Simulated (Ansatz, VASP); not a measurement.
# One calculation of W, two programs

The input INCAR:

```
PREC = Accurate
ENCUT = 520
EDIFF = 1E-7
ISMEAR = 0
SIGMA = 0.15
LREAL = F
LASPH = T
NELM = 80
ALGO = Fast
ISIF = 2
LWAVE = F
LCHARG = F
GGA = PS
NBANDS = 13
```

The input KPOINTS:

```
regular mesh
0
Gamma
  26 26 26
```

Contents of POSCAR:

```
W
1.0
   -1.5771801398      1.4588916293      1.5771801398
    1.5771801398     -1.4588916293      1.5771801398
    1.5771801398      1.4588916293     -1.5771801398
W
1
Direct
    0.0000000000      0.0000000000      0.0000000000
```

Input for Ansatz:

```yaml
crystal:
  lattice:
    - [-1.5771801398, 1.4588916293, 1.5771801398]
    - [1.5771801398, -1.4588916293, 1.5771801398]
    - [1.5771801398, 1.4588916293, -1.5771801398]
  atoms:
    - { symbol: W, position: [0.0, 0.0, 0.0] }
basis:
  ecutwfc: 420
kpoints:
  mp_grid: { grid: [26, 26, 26] }
hamiltonian:
  xc: pbesol
scf:
  occupations: { method: gaussian, width: 0.15 }
output:
  forces: true
  stress: true
  eigenvalues: true
```

Change from the starting cell: strain -0.0750 x Voigt [0, 1, 0, 0, 0, 0], atoms carried along.

Alike in both runs: task single point; functional PBEsol; k mesh 26 × 26 × 26; occupations gaussian, width 0.15 eV; no spin polarisation.

|  | VASP | Ansatz |
| --- | --- | --- |
| version | VASP 6.6.1 | Ansatz 0.2.0 |
| potentials or method | VASP PAW PBE potentials, release 64 (W_sv), cutoff 520 eV | scalar-relativistic, plane waves, PAW |
| valence electrons in the cell | 14 | 14 |

|  | VASP | Ansatz | Ansatz less VASP |
| --- | --- | --- | --- |
| gap on the k mesh at the Fermi level (eV) | none | none | - |
| pressure (GPa) | 31.8 | 30.6 | -1.17 |
| traceless stress, the component that is largest in VASP (GPa) | 21.67 | 21.63 | -0.042 |

VASP's potentials were made for PBE, not for PBEsol. A gap of «none» marks a metal or a gap that the smearing closes. Both programs put the cell under a high pressure, so it lies far from rest at this level.

Spin-orbit coupling is off throughout.
